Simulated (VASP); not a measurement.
# Be in VASP: notebook, part 2 of 2

VASP 6.6.1. Earlier steps stand in the parts before.

### Step 3. Single point, PBEsol

This run uses another cell than the first one, of 18.30 Å³/atom, 1.030 times its volume.

Input file INCAR:

```
ALGO = Normal
DIPOL = 0.5 0.5 0.500
EDIFF = 1E-7
ENCUT = 520
GGA = PS
IDIPOL = 3
ISIF = 2
ISMEAR = 1
LASPH = True
LCHARG = False
LDIPOL = True
LREAL = False
LWAVE = False
NBANDS = 15
NELM = 100
PREC = Accurate
SIGMA = 0.1
```

Input file KPOINTS:

```
k-points
0
Gamma
  17 17 1
```

Input file POSCAR:

```
Be
1.0
    2.2575068439      0.0000000000      0.0000000000
    1.1287534220      1.9550582761      0.0000000000
    0.0000000000      0.0000000000     24.8780771680
Be
6
Direct
    0.6666666667      0.6666666667      0.3173036769
    0.0000000000      0.0000000000      0.3912119019
    0.6666666667      0.6666666667      0.4637465407
    0.0000000000      0.0000000000      0.5362534343
    0.6666666667      0.6666666667      0.6087897032
    0.0000000000      0.0000000000      0.6826947430
```

Potentials or basis: VASP PAW PBE potentials, release 64 (Be).

The run is started by

```bash
$ cat potpaw_PBE.64/Be/POTCAR > POTCAR
$ mpirun -np 1 vasp_std > vasp.out
```

OUTCAR:

```text
EDIFF = 1E-7
   ENCUT = 520
   GGA = PS
   ISIF = 2
   ISMEAR = 1
   LASPH = True
   LREAL = False
   NELM = 100
   PREC = Accurate

 ion  position               nearest neighbor table
   1  0.667  0.667  0.317-   2 2.25   2 2.25   2 2.25
   2  0.000  0.000  0.391-   3 2.23   3 2.23   3 2.23   1 2.25   1 2.25   1 2.25
   3  0.667  0.667  0.464-   4 2.23   4 2.23   4 2.23   2 2.23   2 2.23   2 2.23
   4  0.000  0.000  0.536-   3 2.23   3 2.23   3 2.23   5 2.23   5 2.23   5 2.23
   5  0.667  0.667  0.609-   4 2.23   4 2.23   4 2.23   6 2.25   6 2.25   6 2.25
   6  0.000  0.000  0.683-   5 2.25   5 2.25   5 2.25

  LATTYP: Found a hexagonal cell.
 ALAT       =     2.2575068440
 C/A-ratio  =    11.0201558123

  Lattice vectors:

 A1 = (  -1.1287534220,  -1.9550582761,   0.0000000000)
 A2 = (   2.2575068439,   0.0000000000,   0.0000000000)
 A3 = (   0.0000000000,   0.0000000000,  24.8780771680)

Analysis of symmetry for initial positions (statically):
=====================================================================
 Subroutine PRICEL returns:
 Original cell was already a primitive cell.

 Routine SETGRP: Setting up the symmetry group for a
 hexagonal supercell.

 Subroutine GETGRP returns: Found 12 space group operations
 (whereof  6 operations were pure point group operations)
 out of a pool of 24 trial point group operations.

The static configuration has the point symmetry C_3v.
 The point group associated with its full space group is D_3d.

Analysis of symmetry for dynamics (positions and initial velocities):
=====================================================================
 Subroutine PRICEL returns:
 Original cell was already a primitive cell.

 Routine SETGRP: Setting up the symmetry group for a
 hexagonal supercell.

 Subroutine GETGRP returns: Found 12 space group operations
 (whereof  6 operations were pure point group operations)
 out of a pool of 24 trial point group operations.

The dynamic configuration has the point symmetry C_3v.
 The point group associated with its full space group is D_3d.

 Subroutine INISYM returns: Found 12 space group operations
 (whereof  6 operations are pure point group operations),
 and found     1 'primitive' translations

----------------------------------------------------------------------------------------

                                     Primitive cell

  volume of cell :     109.8008

  direct lattice vectors                    reciprocal lattice vectors
     2.257506844  0.000000000  0.000000000     0.442966542 -0.255746852  0.000000000
     1.128753422  1.955058276  0.000000000     0.000000000  0.511493704  0.000000000
     0.000000000  0.000000000 24.878077168     0.000000000  0.000000000  0.040196033

  length of vectors
     2.257506844  2.257506844 24.878077168     0.511493704  0.511493704  0.040196033

  position of ions in fractional coordinates (direct lattice)
     0.666666667  0.666666667  0.317303677
     0.000000000  0.000000000  0.391211902
     0.666666667  0.666666667  0.463746541
     0.000000000  0.000000000  0.536253434
     0.666666667  0.666666667  0.608789703
     0.000000000  0.000000000  0.682694743

  ion indices of the primitive-cell ions
   primitive index   ion index
                 1           1
                 2           2
                 3           3
[... 71 lines left out ...]
   LSORBIT =      F    spin-orbit coupling
   LASPH  =      T    aspherical Exc in radial PAW
   ENCUT  =  520.0 eV  38.22 Ry    6.18 a.u.   4.20  4.20 46.26*2*pi/ulx,y,z
   NELM   =    100;   NELMIN=  2; NELMDL= -5     # of ELM steps
   EDIFF  = 0.1E-06   stopping-criterion for ELM
   LREAL  =      F    real-space projection
   EDIFFG = 0.1E-05   stopping-criterion for IOM
   NSW    =      0    number of steps for IOM
   IBRION =     -1    ionic relax: 0-MD 1-quasi-New 2-CG
   NFREE  =      0    steps in history (QN), initial steepest desc. (CG)
   ISIF   =      2    stress and relaxation
   ISYM   =      2    0-nonsym 1-usesym 2-fastsym
   POTIM  = 0.5000    time-step for ionic-motion
   TEBEG  =    0.0;   TEEND  =   0.0 temperature during run
   PSTRESS=    0.0 pullay stress
   NELECT =      12.0000    total number of electrons
   NUPDOWN=      -1.0000    fix difference up-down
   EMIN   =  10.00;   EMAX   =-10.00  energy-range for DOS
   EFERMI =   0.00;   METHOD = LEGACY
   ISMEAR =     1;   SIGMA  =   0.10  broadening in eV -4-tet -1-fermi 0-gaus
   EFERMI_NEDOS =   21; number of points for ismear=-14 and -15
   IALGO  =     38    algorithm
   IMIX   =      4    mixing-type and parameters
     AMIX     =   0.40;   BMIX     =  1.00
     AMIX_MAG =   1.60;   BMIX_MAG =  1.00
  volume/ion in A,a.u.               =      18.30       123.50
  Fermi-wavevector in a.u.,A,eV,Ry     =   0.782708  1.479105  8.335372  0.612633
  Thomas-Fermi vector in A             =   1.886487
   LORBIT       =      0    0 simple, 1 ext, 2 COOP (PROOUT), +10 PAW based schemes
   GGA     = PS    functional components
   LHFCALC =     F    Hartree Fock is set to
   AEXX    =    0.0000 exact exchange contribution
   IVDW    =     0    specifies the selected vdW correction
   LEPSILON=     F    determine dielectric tensor
   LRPA    =     F    only Hartree local field effects (RPA)
 non-spin polarized calculation
 Methfessel and Paxton  Order N= 1 SIGMA  =   0.10
  energy-cutoff  :      520.00
  volume of cell :      109.80
 maximum number of plane-waves:      2982
 NGX is ok and might be reduce to    18
   NGX =  9   NGY =  9   NGZ = 93

 dipolmoment           0.000000      0.000000      0.000000 electrons x Angstroem

 number of electron      12.0000000 magnetization

 dipolmoment           0.000000      0.000000     -0.000000 electrons x Angstroem

 Free energy of the ion-electron system (eV)
  ---------------------------------------------------
  ext. energy  EPLUGINS =         0.00000000
  ---------------------------------------------------
  free energy    TOTEN  =       -22.92733890 eV

  energy without entropy =      -22.92855543  energy(sigma->0) =      -22.92774441

 E-fermi :  -0.2118     XC(G=0):  -5.4064

 val. band max:       -0.2384091949   @ k =  -0.3529   0.2941   0.0000
 cond. band min:      -0.1487884651   @ k =  -0.3529   0.2941   0.0000
 fundamental gap:      0.0896207298
 Fermi energy:        -0.2118337047

 k-point     1 :       0.0000    0.0000    0.0000
  band No.  band energies     occupation
      1     -10.8604      2.00000
      2     -10.0237      2.00000
      3      -8.9482      2.00000
      4      -7.5603      2.00000
      5      -5.9050      2.00000
      6      -3.1088      2.00000
      7      -2.6670      2.00000
      8       2.4513      0.00000
      9       4.2063      0.00000
     10       4.9838      0.00000
     11       5.3942      0.00000
     12       6.6614      0.00000
     13       6.9341      0.00000
     14       9.0707      0.00000
[... 401 lines left out ...]
      2      -7.3068      2.00000
      3      -6.2194      2.00000
      4      -4.8105      2.00000
      5      -3.0582      2.00000
      6      -0.5183      2.00013
      7       0.5948     -0.00000
      8       3.7871      0.00000
      9       6.1713      0.00000
     10       6.8155      0.00000
     11       7.5898      0.00000
     12       7.9561      0.00000
     13       8.3872      0.00000
     14       8.6754      0.00000
     15       9.0084      0.00000

 [... further k-points ...]

------------------------ aborting loop because EDIFF is reached ----------------------------------------

 vacuum level on the upper side and lower side of the slab       (xc-potential included)        -0.116        -0.116

  FORCE on cell =-STRESS in cart. coord.  units (eV):
  Direction    XX          YY          ZZ          XY          YZ          ZX
  --------------------------------------------------------------------------------------
  -------------------------------------------------------------------------------------
  Total       -1.8609038     -1.8609038     -0.0534612     -0.0000000      0.0000000      0.0000000
  in kB      -27.1536929    -27.1536929     -0.7800876     -0.0000000      0.0000000      0.0000000
  external PRESSURE =     -18.3624911 kB  Pullay stress =       0.0000000 kB

 VOLUME and BASIS-vectors are now :
 -----------------------------------------------------------------------------
  energy-cutoff  :      520.00
  volume of cell :      109.80
      direct lattice vectors                 reciprocal lattice vectors
     2.257506844  0.000000000  0.000000000     0.442966542 -0.255746852  0.000000000
     1.128753422  1.955058276  0.000000000     0.000000000  0.511493704  0.000000000
     0.000000000  0.000000000 24.878077168     0.000000000  0.000000000  0.040196033

 POSITION                                       TOTAL-FORCE (eV/Angst)
 -----------------------------------------------------------------------------------
      2.25751      1.30337      7.89391         0.000000     -0.000000      0.015419
      0.00000      0.00000      9.73260        -0.000000     -0.000000     -0.013496
      2.25751      1.30337     11.53712         0.000000      0.000000     -0.008123
      0.00000      0.00000     13.34095        -0.000000     -0.000000      0.008123
      2.25751      1.30337     15.14552         0.000000      0.000000      0.013496
      0.00000      0.00000     16.98413        -0.000000     -0.000000     -0.015419
 -----------------------------------------------------------------------------------
    total drift:                                0.000000      0.000000     -0.000005

  FREE ENERGIE OF THE ION-ELECTRON SYSTEM (eV)
  ---------------------------------------------------
  free  energy   TOTEN  =       -22.9273389007 eV

  energy  without entropy=      -22.9285554280  energy(sigma->0) =      -22.92774441

 vacuum level on the upper side and lower side of the slab         5.138         5.138
```

stdout:

```text
POSCAR found type information on POSCAR Be
 POSCAR found :  1 types and       6 ions
 scaLAPACK will be used
 -----------------------------------------------------------------------------
|                                                                             |
|                                                                             |
|     You enforced a specific xc type in the INCAR file but a different       |
|     I HOPE YOU KNOW WHAT YOU ARE DOING!                                     |
|                                                                             |
 -----------------------------------------------------------------------------

 LDA part: xc-table for (Slater+PW92), standard interpolation
 POSCAR, INCAR and KPOINTS ok, starting setup
 FFT: planning ... GRIDC
 FFT: planning ... GRID_SOFT
 FFT: planning ... GRID
 WAVECAR not read
 entering main loop
```

Wall time 72 s (1 thread of Intel Xeon Platinum 8259CL at 2.50GHz (Skylake/Cascade Lake), shared host); peak memory 0.24 GiB.

What came out:

```yaml
Free_energy: -22.9273 eV
Largest_force: 0.015 eV/Å
Band_gap_on_the_k_mesh: zero (band 6 reaches 0.60 eV, above the bottom of band 7 at -2.67 eV)
```

Forces on the atoms (eV/Å):
```
Be   0.000  0.000  0.015
Be   0.000  0.000 -0.013
Be   0.000  0.000 -0.008
Be   0.000  0.000  0.008
Be   0.000  0.000  0.013
Be   0.000  0.000 -0.015
```

Caveat: the PAW data sets were made with another functional, which shifts forces and pressure a little.

### Step 4. Single point, PBEsol

This run uses another cell than the first one, of 18.30 Å³/atom, 1.030 times its volume.

Input file INCAR:

```
SYSTEM = Be
PREC = Accurate
ENCUT = 520
EDIFF = 1E-6
ISMEAR = 1
SIGMA = 0.1
LREAL = .FALSE.
LASPH = .TRUE.
NELM = 80
ALGO = Normal
ISIF = 2
LWAVE = .FALSE.
LCHARG = .TRUE.
LDIPOL = .TRUE.
IDIPOL = 3
DIPOL = 0.5 0.5 0.500
GGA = PS
LELF = .TRUE.
LVHAR = .TRUE.
LVACPOTAV = .TRUE.
NBANDS = 15
```

Input file KPOINTS:

```
Automatic mesh
0
G
  17 17 1
  0 0 0
```

Input file POSCAR:

```
Be
1.0
    2.2575068440      0.0000000000      0.0000000000
    1.1287534220      1.9550582760      0.0000000000
    0.0000000000      0.0000000000     24.8780771680
Be
6
Direct
    0.6666666667      0.6666666667      0.3215682605
    0.0000000000      0.0000000000      0.3929409563
    0.6666666667      0.6666666667      0.4643136521
    0.0000000000      0.0000000000      0.5356863479
    0.6666666667      0.6666666667      0.6070590437
    0.0000000000      0.0000000000      0.6784317395
```

The run is started by

```bash
$ cat potpaw_PBE.64/Be/POTCAR > POTCAR
$ mpirun -np 1 vasp_std > vasp.out
```

It took 74 s on 1 thread of Intel Xeon Platinum 8259CL at 2.50GHz (Skylake/Cascade Lake), shared host; peak memory 0.23 GiB.

The run converged. Its results:

* Free energy: -22.9081 eV
* Largest force: 0.206 eV/Å
* Band gap on the k mesh: zero (band 6 reaches 0.60 eV, above the bottom of band 7 at -2.61 eV)

Forces on the atoms (eV/Å):
```
Be   0.000  0.000 -0.206
Be   0.000  0.000  0.068
Be   0.000  0.000 -0.017
Be   0.000  0.000  0.017
Be   0.000  0.000 -0.068
Be   0.000  0.000  0.206
```

Levels at points of the mesh, in eV from the Fermi level:
```tsv
k point	band 2	band 3	band 4	band 5	band 6	band 7	band 8	band 9	band 10	band 11
(0.00, 0.00, 0.00)	-9.86	-8.77	-7.31	-5.59	-2.76	-2.31	3.07	4.63	5.31	5.76
```

Caveat: the PAW data sets were made with another functional, which shifts forces and pressure a little.
